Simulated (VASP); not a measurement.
Set up this calculation in VASP 6.6.1, as the native input.

```
Task                   : single point
Functional             : r2SCAN
Dispersion             : D3(BJ)
Potentials or basis    : VASP PAW PBE potentials, release 64 (Li_sv, H)
Cutoff                 : 520 eV
k mesh                 : 4 × 4 × 4
Occupations            : gaussian, width 0.1 eV
Spin                   : collinear spin, ferromagnetic start
Starting moments       : [0.0, 1.0] μB
Dipole correction      : no
Further INCAR settings : ALGO = Normal; EDIFF = 1e-07; NBANDS = 13
```

LiH:

```
Li H
1.0
     0.00000    2.11654    2.11654
     2.11654    0.00000    2.11654
     2.11654    2.11654    0.00000
Li H
1 1
Direct
  0.00000 0.00000 0.00000
  0.50000 0.50000 0.50000
```

The input as run:

POSCAR

```
LiH
1.0
    0.0000000000      2.1165389827      2.1165389827
    2.1165389827      0.0000000000      2.1165389827
    2.1165389827      2.1165389827      0.0000000000
Li H
1 1
Direct
    0.0000000000      0.0000000000      0.0000000000
    0.5000000000      0.5000000000      0.5000000000
```

INCAR.step1

```
PREC     = Accurate       # precision mode
ENCUT    = 520            # plane-wave cutoff, eV
ISMEAR   = 0              # smearing method
SIGMA    = 0.1            # smearing width, eV
LREAL    = False          # projectors in reciprocal space
LASPH    = True           # aspherical terms in the spheres
NELM     = 150            # most SCF steps
ISPIN    = 2              # spin polarisation
MAGMOM   = 0 1            # initial moments
NBANDS   = 13             # bands
GGA      = PE             # functional
ALGO     = Normal         # electronic algorithm
EDIFF    = 1E-4           # SCF threshold, eV
LWAVE    = True           # write WAVECAR
LCHARG   = False          # write CHGCAR
```

INCAR.step2

```
PREC     = Accurate       # precision mode
ENCUT    = 520            # plane-wave cutoff, eV
EDIFF    = 1E-7           # SCF threshold, eV
ISMEAR   = 0              # smearing method
SIGMA    = 0.1            # smearing width, eV
LREAL    = False          # projectors in reciprocal space
LASPH    = True           # aspherical terms in the spheres
NELM     = 150            # most SCF steps
ALGO     = Normal         # electronic algorithm
ISIF     = 2              # what is computed and relaxed
LWAVE    = False          # write WAVECAR
LCHARG   = True           # write CHGCAR
ISPIN    = 2              # spin polarisation
MAGMOM   = 0 1            # initial moments
LORBIT   = 11             # projections on sites
METAGGA  = R2SCAN         # meta-GGA
LMIXTAU  = True         
IVDW     = 12             # dispersion correction
VDW_S6   = 1.0          
VDW_S8   = 0.78981345   
VDW_A1   = 0.49484001   
VDW_A2   = 5.73083694   
LELF     = True           # ELF
LVHAR    = True         
NBANDS   = 13             # bands
ISTART   = 1
```

KPOINTS

```
regular mesh
0
Gamma
  4 4 4
```

Potentials or basis: VASP PAW PBE potentials, release 64 (Li_sv, H).

The run is started by

```bash
$ cat potpaw_PBE.64/Li_sv/POTCAR potpaw_PBE.64/H/POTCAR > POTCAR
$ cp INCAR.step1 INCAR
$ mpirun -np 1 vasp_std > vasp.out
$ cp INCAR.step2 INCAR
$ mpirun -np 1 vasp_std > vasp.out
```

It gave:

```yaml
Band_gap_on_the_k_mesh: 3.65 eV, direct
Net_moment: 0.00 μB per cell
Valence_electrons_inside_the_program's_atomic_spheres: Li 2.02; H 0.54
Dispersion_energy_per_atom: -0.067 eV
```

Caveat: the k points lie up to 0.64 Å⁻¹ apart; three body term missing.

Run time: 22 s on 1 thread of AMD EPYC 9R45 96-Core Processor (Zen 5), on a shared host, peak memory 0.12 GiB.
